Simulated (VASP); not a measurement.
# Si16O (a cell with a defect) in VASP: a series of runs, part 3 of 3

VASP 6.6.1.

## Step 5: Single point, PBE, collinear spin, ferromagnetic start

INCAR

```
SYSTEM = Si16O
PREC = Accurate ; ENCUT = 520
EDIFF = 1E-6 ; ISMEAR = -1
SIGMA = 0.02 ; LREAL = Auto
LASPH = .TRUE. ; NELM = 150
ALGO = Normal ; ISIF = 2
LWAVE = .FALSE. ; LCHARG = .TRUE.
ISPIN = 2 ; MAGMOM = 0 0 0 0 0 0 0 0 0 0 0 0 0 0 0 0 1
LORBIT = 11 ; GGA = PE
LELF = .TRUE. ; LVHAR = .TRUE.
NBANDS = 53
```

KPOINTS

```
regular mesh
0
G
  2 2 2
  0 0 0
```

POSCAR

```
Si16O
1.0
    0.0000000000      5.4300000000      5.4300000000
    5.4300000000      0.0000000000      5.4300000000
    5.4300000000      5.4300000000      0.0000000000
Si O
16 1
Direct
    0.0071654598     -0.0544445041      0.0025387277
    0.1204209643      0.0813279378      0.1246926296
   -0.0007738745      0.0100912424      0.4886235343
    0.1283543506      0.1136881408      0.6291217367
   -0.0388177888      0.5510874425     -0.0261703953
    0.1333750237      0.5738728741      0.1346816459
   -0.0011988067      0.4893079444      0.5081926440
    0.1242818962      0.6405321896      0.6073618681
    0.4777004761      0.0483587596     -0.0249855224
    0.6325097487      0.1249354236      0.1150476708
    0.5024574267      0.0029931353      0.4896113940
    0.6232891681      0.1446811418      0.6010465845
    0.5049952927      0.5008381440     -0.0058322667
    0.5908207185      0.6774615715      0.1068553878
    0.4980578652      0.5201803108      0.4802952106
    0.6244338467      0.6285919282      0.6194687324
    0.9499110326      0.3159685179      1.0320677179
```

Potentials or basis: VASP PAW PBE potentials, release 64 (Si, O).

Run with:

```console
cat potpaw_PBE.64/Si/POTCAR potpaw_PBE.64/O/POTCAR > POTCAR
mpirun -np 1 vasp_std > vasp.out
```

OUTCAR:

```text
SYSTEM = Si16O
   PREC = Accurate
   ENCUT = 520
   EDIFF = 1E-6
   ISMEAR = -1
   LREAL = Auto
   LASPH = .TRUE.
   NELM = 150
   ISIF = 2
   ISPIN = 2
   LORBIT = 11
   GGA = PE

 ion  position               nearest neighbor table
   1  0.007  0.946  0.003-   2 2.33   6 2.33   4 2.36  10 2.38
   2  0.120  0.081  0.125-  17 1.66   3 2.31   9 2.31   1 2.33   5 2.95
   3  0.999  0.010  0.489-   2 2.31   8 2.32   4 2.34  12 2.36
   4  0.128  0.114  0.629-   3 2.34  11 2.35   7 2.36   1 2.36
   5  0.961  0.551  0.974-  17 1.67   8 2.32   6 2.32  14 2.32   2 2.95
   6  0.133  0.574  0.135-   5 2.32   1 2.33  13 2.36   7 2.36
   7  0.999  0.489  0.508-  16 2.35   4 2.36   6 2.36   8 2.37
   8  0.124  0.641  0.607-   5 2.32   3 2.32  15 2.34   7 2.37
   9  0.478  0.048  0.975-   2 2.31  14 2.33  10 2.35  12 2.35
  10  0.633  0.125  0.115-  11 2.35   9 2.35  13 2.36   1 2.38
  11  0.502  0.003  0.490-  12 2.35  16 2.35   4 2.35  10 2.35
  12  0.623  0.145  0.601-  11 2.35   9 2.35  15 2.35   3 2.36
  13  0.505  0.501  0.994-  16 2.35   6 2.36  10 2.36  14 2.38
  14  0.591  0.677  0.107-   5 2.32   9 2.33  15 2.35  13 2.38
  15  0.498  0.520  0.480-   8 2.34  16 2.35  14 2.35  12 2.35
  16  0.624  0.629  0.619-  15 2.35  11 2.35  13 2.35   7 2.35
  17  0.950  0.316  0.032-   2 1.66   5 1.67

  LATTYP: Found a face centered cubic cell.
 ALAT       =    10.8600000000

  Lattice vectors:

 A1 = (   0.0000000000,   5.4300000000,   5.4300000000)
 A2 = (   5.4300000000,   0.0000000000,   5.4300000000)
 A3 = (   5.4300000000,   5.4300000000,   0.0000000000)

Analysis of symmetry for initial positions (statically):
=====================================================================
 Subroutine PRICEL returns:
 Original cell was already a primitive cell.

 Routine SETGRP: Setting up the symmetry group for a
 face centered cubic supercell.

 Subroutine GETGRP returns: Found  1 space group operations
 (whereof  1 operations were pure point group operations)
 out of a pool of 48 trial point group operations.

The static configuration has the point symmetry C_1 .

[... 599 lines left out ...]
 spin component 2

 k-point     1 :       0.0000    0.0000    0.0000
  band No.  band energies     occupation
      1     -14.4375      1.00000
      2      -5.8121      1.00000
      3      -4.3872      1.00000
      4      -3.6882      1.00000
      5      -3.6666      1.00000
      6      -3.3269      1.00000
[... 389 lines left out ...]
     46      10.1709      0.00000
     47      10.4796      0.00000
 [bands above 47 left out]

------------------------ aborting loop because EDIFF is reached ----------------------------------------

  FORCE on cell =-STRESS in cart. coord.  units (eV):
  Direction    XX          YY          ZZ          XY          YZ          ZX
  --------------------------------------------------------------------------------------
  -------------------------------------------------------------------------------------
  Total        9.0909165      8.4231131      8.5490762     -2.5559849     -2.9883672      2.0957828
  in kB       45.4871543     42.1457444     42.7760114    -12.7890822    -14.9525429     10.4864227
  external PRESSURE =      43.4696367 kB  Pullay stress =       0.0000000 kB

 VOLUME and BASIS-vectors are now :
 -----------------------------------------------------------------------------
  energy-cutoff  :      520.00
  volume of cell :      320.21
      direct lattice vectors                 reciprocal lattice vectors
     0.000000000  5.430000000  5.430000000    -0.092081031  0.092081031  0.092081031
     5.430000000  0.000000000  5.430000000     0.092081031 -0.092081031  0.092081031
     5.430000000  5.430000000  0.000000000     0.092081031  0.092081031 -0.092081031

 POSITION                                       TOTAL-FORCE (eV/Angst)
 -----------------------------------------------------------------------------------
      5.14815      0.05269      5.17327        -0.018952     -0.022012      0.017355
      1.11869      1.33097      1.09550        -0.021945      0.053210     -0.016522
      2.70802      8.07902      5.48059        -0.012600      0.018541     -0.015548
      4.03346      4.11310      1.31429         0.008187     -0.011290     -0.019386
      8.28030     10.50711      8.21162         0.026256      0.014122      0.045797
      3.84745      1.45555      3.84036        -0.005254      0.004172     -0.025198
[... 9 lines left out ...]
      6.77697      6.75439      6.80393        -0.017375      0.015429      0.009298
      1.88984      5.33214      6.87373         0.052703     -0.059215      0.004646
 -----------------------------------------------------------------------------------
    total drift:                               -0.002166      0.006165      0.002696

  FREE ENERGIE OF THE ION-ELECTRON SYSTEM (eV)
  ---------------------------------------------------
  free  energy   TOTEN  =       -92.6932461604 eV

  energy  without entropy=      -92.6932454959  energy(sigma->0) =      -92.69324583

 total charge

# of ion       s       p       d       tot
------------------------------------------
    1        0.750   0.953   0.000   1.703
    2        0.742   0.946   0.000   1.688
    3        0.744   0.978   0.000   1.722
    4        0.740   0.951   0.000   1.691
    5        0.742   0.945   0.000   1.687
    6        0.745   0.966   0.000   1.711
[... 9 lines left out ...]
   16        0.738   0.961   0.000   1.699
   17        1.576   3.599   0.000   5.175
--------------------------------------------------
tot         13.461  18.894   0.000  32.355

 magnetization (x)

# of ion       s       p       d       tot
------------------------------------------
    1        0.000   0.000   0.000   0.000
    2        0.000   0.000   0.000   0.000
    3       -0.000  -0.000   0.000  -0.000
    4       -0.000  -0.000   0.000  -0.000
    5        0.000   0.000   0.000   0.000
    6       -0.000  -0.000   0.000  -0.000
[... 9 lines left out ...]
   16       -0.000   0.000   0.000   0.000
   17       -0.000  -0.000   0.000  -0.000
--------------------------------------------------
tot         -0.000  -0.000   0.000  -0.000
```

stdout:

```text
POSCAR found type information on POSCAR SiO
 POSCAR found :  2 types and      17 ions
 scaLAPACK will be used
 LDA part: xc-table for (Slater+PW92), standard interpolation
 POSCAR, INCAR and KPOINTS ok, starting setup
 FFT: planning ... GRIDC
 FFT: planning ... GRID_SOFT
 FFT: planning ... GRID
 WAVECAR not read
 entering main loop
```

Run time: 4.6 min. Hardware: 1 thread of AMD EPYC 9R45 (Zen 5), shared host; peak memory 0.67 GiB.

What came out:

| Item | Value |
| --- | --- |
| Free energy | -92.6932 eV |
| Pressure | 4.3 GPa |
| Largest force | 0.079 eV/Å |
| Band gap on the k mesh | 0.49 eV |
| Net moment | 0.00 μB per cell |
| Valence electrons inside the program's atomic spheres | Si 1.70, 1.69, 1.72, 1.71, 1.68; O 5.17 |

Forces on the atoms (eV/Å):
```
Si  -0.019 -0.022  0.017
Si  -0.022  0.053 -0.017
Si  -0.013  0.019 -0.016
Si   0.008 -0.011 -0.019
Si   0.026  0.014  0.046
Si  -0.005  0.004 -0.025
Si  -0.021 -0.009  0.020
Si   0.002  0.013 -0.007
Si  -0.008  0.003  0.001
Si  -0.003 -0.014  0.016
Si   0.003 -0.001 -0.016
Si  -0.001 -0.010  0.018
Si   0.005 -0.006 -0.020
Si   0.009  0.023 -0.013
Si   0.002 -0.011  0.001
Si  -0.017  0.015  0.009
O    0.053 -0.059  0.005
```

Stress tensor (GPa, compression positive):
```
 4.55 -1.28  1.05
-1.28  4.21 -1.50
 1.05 -1.50  4.28
```

Levels at points of the mesh, in eV from the valence-band top:
Spin up:
| k point | band 32 | band 33 | band 34 | band 35 | band 36 | band 37 | band 38 | band 39 |
| --- | --- | --- | --- | --- | --- | --- | --- | --- |
| (0.00, 0.00, 0.00) | -0.93 | -0.32 | -0.06 | 0.00 | 0.49 | 0.79 | 0.82 | 0.99 |
| (0.50, 0.00, 0.00) | -1.22 | -0.79 | -0.60 | -0.57 | 1.32 | 1.42 | 1.59 | 1.71 |
| (0.00, 0.50, 0.00) | -0.75 | -0.69 | -0.64 | -0.06 | 1.15 | 1.45 | 1.53 | 1.58 |
| (0.00, 0.00, 0.50) | -1.23 | -0.76 | -0.63 | -0.56 | 1.21 | 1.47 | 1.61 | 1.67 |
| (0.50, 0.50, 0.50) | -1.21 | -0.81 | -0.63 | -0.52 | 1.31 | 1.43 | 1.58 | 1.70 |
| (0.50, 0.50, 0.00) | -1.43 | -1.26 | -1.17 | -0.61 | 1.31 | 1.47 | 2.33 | 2.43 |
| (0.00, 0.50, 0.50) | -1.37 | -1.33 | -1.03 | -0.93 | 1.42 | 1.47 | 2.31 | 2.40 |
| (0.50, 0.00, 0.50) | -1.43 | -1.28 | -1.18 | -0.38 | 1.23 | 1.47 | 2.33 | 2.38 |
Spin down:
| k point | band 33 | band 34 | band 35 | band 36 | band 37 | band 38 |
| --- | --- | --- | --- | --- | --- | --- |
| (0.00, 0.00, 0.00) | -0.32 | -0.06 | 0.00 | 0.49 | 0.79 | 0.82 |
| (0.50, 0.00, 0.00) | -0.79 | -0.60 | -0.57 | 1.32 | 1.42 | 1.59 |
| (0.00, 0.50, 0.00) | -0.69 | -0.64 | -0.06 | 1.15 | 1.45 | 1.53 |
| (0.00, 0.00, 0.50) | -0.76 | -0.63 | -0.56 | 1.21 | 1.47 | 1.61 |
| (0.50, 0.50, 0.50) | -0.81 | -0.63 | -0.52 | 1.31 | 1.43 | 1.58 |
| (0.50, 0.50, 0.00) | -1.26 | -1.17 | -0.61 | 1.31 | 1.47 | 2.33 |
| (0.00, 0.50, 0.50) | -1.33 | -1.03 | -0.93 | 1.42 | 1.47 | 2.31 |
| (0.50, 0.00, 0.50) | -1.28 | -1.18 | -0.38 | 1.23 | 1.47 | 2.33 |

Caveat: the k points lie up to 0.50 Å⁻¹ apart.

## Step 6: Single point, PBE, collinear spin, ferromagnetic start

INCAR

```
PREC = Accurate
ENCUT = 520
EDIFF = 1E-6
ISMEAR = -1
SIGMA = 0.02
LREAL = Auto
LASPH = T
NELM = 150
ALGO = Normal
ISIF = 2
LWAVE = F
LCHARG = F
ISPIN = 2
MAGMOM = 0 0 0 0 0 0 0 0 0 0 0 0 0 0 0 0 1
LORBIT = 11
GGA = PE
NBANDS = 53
```

KPOINTS

```
regular mesh
0
Gamma
  2 2 2
```

POSCAR

```
Si16O
1.0
    0.0000000000      5.4300000000      5.4300000000
    5.4300000000      0.0000000000      5.4300000000
    5.4300000000      5.4300000000      0.0000000000
Si O
16 1
Direct
   -0.0129097606     -0.0319705341     -0.0061325967
    0.1140239411      0.0633057090      0.1342817680
    0.0364088398     -0.0271823204      0.4917679558
    0.1171731123      0.1377071823      0.6180570902
   -0.0038581952      0.5193830571     -0.0274125230
    0.1070994475      0.5994198895      0.1434162063
   -0.0190607735      0.5096132597      0.5115837937
    0.1419152855      0.6093738490      0.6138489871
    0.4588674033      0.0671362799     -0.0243001842
    0.6168139963      0.1348434622      0.1265193370
    0.4791620626      0.0175782689      0.4952762431
    0.6496132597      0.1332044199      0.6058931860
    0.4824033149      0.5111141805     -0.0056445672
    0.6091620626      0.6683885820      0.0780018416
    0.5338489871      0.4911049724      0.4368139963
    0.6228084715      0.6580939227      0.5950184162
    0.9386095764      0.3026058932      1.1436740331
```

Potentials or basis: VASP PAW PBE potentials, release 64 (Si, O).

Run with:

```console
cat potpaw_PBE.64/Si/POTCAR potpaw_PBE.64/O/POTCAR > POTCAR
mpirun -np 1 vasp_std > vasp.out
```

Wall time 9.8 min (1 thread of Intel Xeon Platinum 8259CL at 2.50GHz (Skylake/Cascade Lake), shared host); peak memory 0.72 GiB.

It converged, with:

```
Free energy                                           : -91.1858 eV
Pressure                                              : 4.8 GPa
Largest force                                         : 2.721 eV/Å
Band gap on the k mesh                                : 0.38 eV
Net moment                                            : 0.00 μB per cell
Valence electrons inside the program's atomic spheres : Si 1.72, 1.71, 1.70, 1.73, 1.68, 1.66, 1.67; O 5.20
```

Forces in eV/Å, atoms in the order of the input:
```
Si  -0.195 -0.324  0.106
Si  -0.149  0.634  0.356
Si   0.770 -0.143 -0.852
Si   0.043 -0.006 -0.840
Si   1.661 -0.853  0.167
Si  -0.485  0.058  0.907
Si  -0.561  0.001  0.075
Si  -1.082  1.056  0.778
Si  -0.985  0.837 -0.022
Si  -0.052 -0.810 -0.021
Si   0.420  0.986  1.542
Si  -0.790 -0.062 -0.895
Si  -0.720 -0.554  0.645
Si   0.394 -0.555  1.203
Si   2.380  0.205  0.307
Si  -0.347 -0.165 -2.694
O   -0.299 -0.306 -0.761
```

Stress tensor (GPa, compression positive):
```
 4.12 -1.06  1.59
-1.06  5.37 -2.50
 1.59 -2.50  4.99
```

Levels at points of the mesh, in eV from the valence-band top:
Spin up:
```csv
k point,band 32,band 33,band 34,band 35,band 36,band 37,band 38,band 39
"(0.00, 0.00, 0.00)",-1.00,-0.60,-0.23,0.00,0.38,0.41,0.62,0.70
"(0.50, 0.00, 0.00)",-1.49,-1.20,-0.71,-0.25,0.76,1.23,1.36,1.46
"(0.00, 0.50, 0.00)",-1.12,-0.70,-0.65,-0.28,0.89,1.06,1.28,1.38
"(0.00, 0.00, 0.50)",-1.21,-1.01,-0.89,-0.40,0.92,1.17,1.22,1.45
"(0.50, 0.50, 0.50)",-1.44,-1.09,-0.83,-0.56,0.95,1.02,1.14,1.46
"(0.50, 0.50, 0.00)",-1.49,-1.38,-1.04,-0.67,0.93,1.00,1.90,2.05
"(0.00, 0.50, 0.50)",-1.54,-1.40,-1.16,-0.86,1.08,1.24,2.05,2.07
"(0.50, 0.00, 0.50)",-1.47,-1.28,-1.02,-0.89,1.01,1.29,2.01,2.10
```
Spin down:
| k point | band 33 | band 34 | band 35 | band 36 | band 37 | band 38 |
| --- | --- | --- | --- | --- | --- | --- |
| (0.00, 0.00, 0.00) | -0.60 | -0.23 | 0.00 | 0.38 | 0.41 | 0.62 |
| (0.50, 0.00, 0.00) | -1.20 | -0.71 | -0.25 | 0.76 | 1.23 | 1.36 |
| (0.00, 0.50, 0.00) | -0.70 | -0.65 | -0.28 | 0.89 | 1.06 | 1.28 |
| (0.00, 0.00, 0.50) | -1.01 | -0.89 | -0.40 | 0.92 | 1.17 | 1.22 |
| (0.50, 0.50, 0.50) | -1.09 | -0.83 | -0.56 | 0.95 | 1.02 | 1.14 |
| (0.50, 0.50, 0.00) | -1.38 | -1.04 | -0.67 | 0.93 | 1.00 | 1.90 |
| (0.00, 0.50, 0.50) | -1.40 | -1.16 | -0.86 | 1.08 | 1.24 | 2.05 |
| (0.50, 0.00, 0.50) | -1.28 | -1.02 | -0.89 | 1.01 | 1.29 | 2.01 |

Caveat: the k points lie up to 0.50 Å⁻¹ apart.
